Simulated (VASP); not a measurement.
# CdS (P6_3mc) in VASP: a series of runs, part 2 of 2

VASP 6.6.1. The steps go on from the part before.

### Step 3. Single point, r2SCAN

The input, POSCAR:

```
CdS
1.0
    4.1235010000      0.0000000000      0.0000000000
   -2.0617510000      3.5710570000      0.0000000000
    0.0000000000      0.0000000000      6.7106280000
Cd S
2 2
Direct
    0.6666670000      0.3333330000      0.4997950000
    0.3333330000      0.6666670000      0.9997950000
    0.3333330000      0.6666670000      0.3762050000
    0.6666670000      0.3333330000      0.8762050000
```

The input, INCAR.step1:

```
SYSTEM = CdS
ALGO     = Normal         ! electronic algorithm
EDIFF    = 1E-4           ! SCF threshold, eV
ENCUT    = 520            ! plane-wave cutoff, eV
GGA      = PE             ! functional
ISMEAR   = -1             ! smearing method
LASPH    = .True.         ! aspherical terms in the spheres
LCHARG   = .False.        ! write CHGCAR
LREAL    = .False.        ! projectors in reciprocal space
LWAVE    = .True.         ! write WAVECAR
NBANDS   = 26             ! bands
NELM     = 60             ! most SCF steps
PREC     = Accurate       ! precision mode
SIGMA    = 0.05           ! smearing width, eV
```

The input, INCAR.step2:

```
SYSTEM = CdS
ALGO     = Normal         ! electronic algorithm
EDIFF    = 1E-7           ! SCF threshold, eV
ENCUT    = 520            ! plane-wave cutoff, eV
ISIF     = 2              ! what is computed and relaxed
ISMEAR   = -1             ! smearing method
ISTART   = 1            
LASPH    = .True.         ! aspherical terms in the spheres
LCHARG   = .False.        ! write CHGCAR
LMIXTAU  = .True.       
LREAL    = .False.        ! projectors in reciprocal space
LWAVE    = .False.        ! write WAVECAR
METAGGA  = R2SCAN         ! meta-GGA
NBANDS   = 26             ! bands
NELM     = 60             ! most SCF steps
PREC     = Accurate       ! precision mode
SIGMA    = 0.05           ! smearing width, eV
```

The input, KPOINTS:

```
k-points
0
Gamma
  7 7 4
  0 0 0
```

Potentials or basis: VASP PAW PBE potentials, release 64 (Cd, S).

Command:

```sh
> cat potpaw_PBE.64/Cd/POTCAR potpaw_PBE.64/S/POTCAR > POTCAR
> cp INCAR.step1 INCAR
> mpirun -np 1 vasp_std > vasp.out
> cp INCAR.step2 INCAR
> mpirun -np 1 vasp_std > vasp.out
```

OUTCAR:

```text
SYSTEM = CdS
   EDIFF = 1E-7
   ENCUT = 520
   ISIF = 2
   ISMEAR = -1
   ISTART = 1
   LASPH = .True.
   LREAL = .False.
   METAGGA = R2SCAN
   NELM = 60
   PREC = Accurate

 ion  position               nearest neighbor table
   1  0.667  0.333  0.500-   3 2.52   3 2.52   3 2.52   4 2.53
   2  0.333  0.667  1.000-   4 2.52   4 2.52   4 2.52   3 2.53
   3  0.333  0.667  0.376-   1 2.52   1 2.52   1 2.52   2 2.53
   4  0.667  0.333  0.876-   2 2.52   2 2.52   2 2.52   1 2.53

  LATTYP: Found a hexagonal cell.
 ALAT       =     4.1235010000
 C/A-ratio  =     1.6274103001

  Lattice vectors:

 A1 = (   4.1235010000,   0.0000000000,   0.0000000000)
 A2 = (  -2.0617510000,   3.5710570000,   0.0000000000)
 A3 = (   0.0000000000,   0.0000000000,   6.7106280000)

Analysis of symmetry for initial positions (statically):
=====================================================================
 Subroutine PRICEL returns:
 Original cell was already a primitive cell.

 Routine SETGRP: Setting up the symmetry group for a
 hexagonal supercell.

 Subroutine GETGRP returns: Found 12 space group operations
 (whereof  6 operations were pure point group operations)
 out of a pool of 24 trial point group operations.

The static configuration has the point symmetry C_3v.
 The point group associated with its full space group is C_6v.

Analysis of symmetry for dynamics (positions and initial velocities):
=====================================================================
 Subroutine PRICEL returns:
 Original cell was already a primitive cell.

 Routine SETGRP: Setting up the symmetry group for a
 hexagonal supercell.

 Subroutine GETGRP returns: Found 12 space group operations
 (whereof  6 operations were pure point group operations)
 out of a pool of 24 trial point group operations.

The dynamic configuration has the point symmetry C_3v.
 The point group associated with its full space group is C_6v.

 Subroutine INISYM returns: Found 12 space group operations
 (whereof  6 operations are pure point group operations),
 and found     1 'primitive' translations

----------------------------------------------------------------------------------------

[... 118 lines left out ...]
  Thomas-Fermi vector in A             =   2.305707
   LORBIT       =      0    0 simple, 1 ext, 2 COOP (PROOUT), +10 PAW based schemes
   METAGGA = R2SCAN    functional components
   LHFCALC =     F    Hartree Fock is set to
   AEXX    =    0.0000 exact exchange contribution
   IVDW    =     0    specifies the selected vdW correction
   LEPSILON=     F    determine dielectric tensor
   LRPA    =     F    only Hartree local field effects (RPA)
 non-spin polarized calculation
  energy-cutoff  :      520.00
  volume of cell :       98.82
 maximum number of plane-waves:      2695
 NGX is ok and might be reduce to    32
   NGX = 15   NGY = 15   NGZ = 25

 number of electron      35.9999994 magnetization

 Free energy of the ion-electron system (eV)
  ---------------------------------------------------
  ext. energy  EPLUGINS =         0.00000000
  ---------------------------------------------------
  free energy    TOTEN  =       -59.36078518 eV

  energy without entropy =      -59.36078518  energy(sigma->0) =      -59.36078518

 E-fermi :   1.9599     XC(G=0):  -9.7480

 val. band max:        1.0852253923   @ k =   0.0000   0.0000   0.0000
 cond. band min:       2.7782362677   @ k =   0.0000   0.0000   0.0000
 fundamental gap:      1.6930108754
 Fermi energy:         1.9599057116

 k-point     1 :       0.0000    0.0000    0.0000
  band No.  band energies     occupation
      1     -11.8215      2.00000
      2     -11.3820      2.00000
      3      -6.8768      2.00000
      4      -6.8692      2.00000
      5      -6.8692      2.00000
      6      -6.7758      2.00000
[... 685 lines left out ...]
     25      10.3086      0.00000
     26      10.3086      0.00000

------------------------ aborting loop because EDIFF is reached ----------------------------------------

  FORCE on cell =-STRESS in cart. coord.  units (eV):
  Direction    XX          YY          ZZ          XY          YZ          ZX
  --------------------------------------------------------------------------------------
  -------------------------------------------------------------------------------------
  Total        1.3198833      1.3198835      1.3012764     -0.0000002     -0.0000000      0.0000000
  in kB       21.4003092     21.4003138     21.0986212     -0.0000030     -0.0000000      0.0000000
  external PRESSURE =      21.2997481 kB  Pullay stress =       0.0000000 kB

 VOLUME and BASIS-vectors are now :
 -----------------------------------------------------------------------------
  energy-cutoff  :      520.00
  volume of cell :       98.82
      direct lattice vectors                 reciprocal lattice vectors
     4.123501000  0.000000000  0.000000000     0.242512370  0.140014601  0.000000000
    -2.061751000  3.571057000  0.000000000     0.000000000  0.280029134  0.000000000
     0.000000000  0.000000000  6.710628000     0.000000000  0.000000000  0.149017350

 POSITION                                       TOTAL-FORCE (eV/Angst)
 -----------------------------------------------------------------------------------
      2.06175      1.19035      3.35394        -0.000000      0.000000     -0.002272
     -0.00000      2.38071      6.70925         0.000000     -0.000000     -0.002272
     -0.00000      2.38071      2.52457         0.000000     -0.000000      0.002272
      2.06175      1.19035      5.87989         0.000000      0.000000      0.002272
 -----------------------------------------------------------------------------------
    total drift:                               -0.001440      0.000831     -0.003973

  FREE ENERGIE OF THE ION-ELECTRON SYSTEM (eV)
  ---------------------------------------------------
  free  energy   TOTEN  =       -59.3607851833 eV

  energy  without entropy=      -59.3607851818  energy(sigma->0) =      -59.36078518
```

OUTCAR.step1:

```text
SYSTEM = CdS
   EDIFF = 1E-4
   ENCUT = 520
   GGA = PE
   ISMEAR = -1
   LASPH = .True.
   LREAL = .False.
   NELM = 60
[... 922 lines left out ...]
     -0.00000      2.38071      6.70925         0.000000     -0.000000     -0.000064
     -0.00000      2.38071      2.52457         0.000000      0.000000      0.000064
      2.06175      1.19035      5.87989         0.000000      0.000000      0.000064
 -----------------------------------------------------------------------------------
    total drift:                               -0.001462      0.000844     -0.000261

  FREE ENERGIE OF THE ION-ELECTRON SYSTEM (eV)
  ---------------------------------------------------
  free  energy   TOTEN  =       -12.2371395335 eV

  energy  without entropy=      -12.2371394247  energy(sigma->0) =      -12.23713948
```

OSZICAR.step1:

```text
N       E                     dE             d eps       ncg     rms          rms(c)
DAV:   1     0.246644399462E+03    0.24664E+03   -0.17535E+04  1248   0.127E+03
DAV:   2     0.101249554243E+00   -0.24654E+03   -0.23810E+03  1364   0.320E+02
DAV:   3    -0.131860811256E+02   -0.13287E+02   -0.13212E+02  1480   0.743E+01
DAV:   4    -0.133186255423E+02   -0.13254E+00   -0.13243E+00  1456   0.722E+00
DAV:   5    -0.133206424994E+02   -0.20170E-02   -0.20169E-02  1452   0.880E-01    0.116E+01
DAV:   6    -0.122610874864E+02    0.10596E+01   -0.18785E+00  1642   0.143E+01    0.911E+00
DAV:   7    -0.122422522806E+02    0.18835E-01   -0.76481E-01  1300   0.466E+00    0.397E+00
DAV:   8    -0.122380098625E+02    0.42424E-02   -0.95676E-02  1342   0.308E+00    0.580E-01
DAV:   9    -0.122368519397E+02    0.11579E-02   -0.15543E-02  1380   0.157E+00    0.171E-01
DAV:  10    -0.122369961653E+02   -0.14423E-03   -0.13010E-03  1366   0.382E-01    0.115E-01
DAV:  11    -0.122371248389E+02   -0.12867E-03   -0.26374E-04  1274   0.113E-01    0.833E-02
DAV:  12    -0.122371395335E+02   -0.14695E-04   -0.13321E-04   914   0.887E-02
   1 F= -.12237140E+02 E0= -.12237139E+02  d E =-.108727E-06
```

It took 2.4 min on 1 thread of Intel Xeon Platinum 8488C (Sapphire Rapids), shared host; peak memory 0.25 GiB.

What came out:

| Property | Result |
| --- | --- |
| Free energy | -59.3608 eV |
| Pressure | 2.1 GPa |
| Band gap on the k mesh | 1.69 eV, direct |

Forces on the atoms (eV/Å):
```
Cd   0.000  0.000 -0.002
Cd   0.000  0.000 -0.002
S    0.000  0.000  0.002
S    0.000  0.000  0.002
```

Caveat: the PAW data sets were made with another functional, which shifts forces and pressure a little.
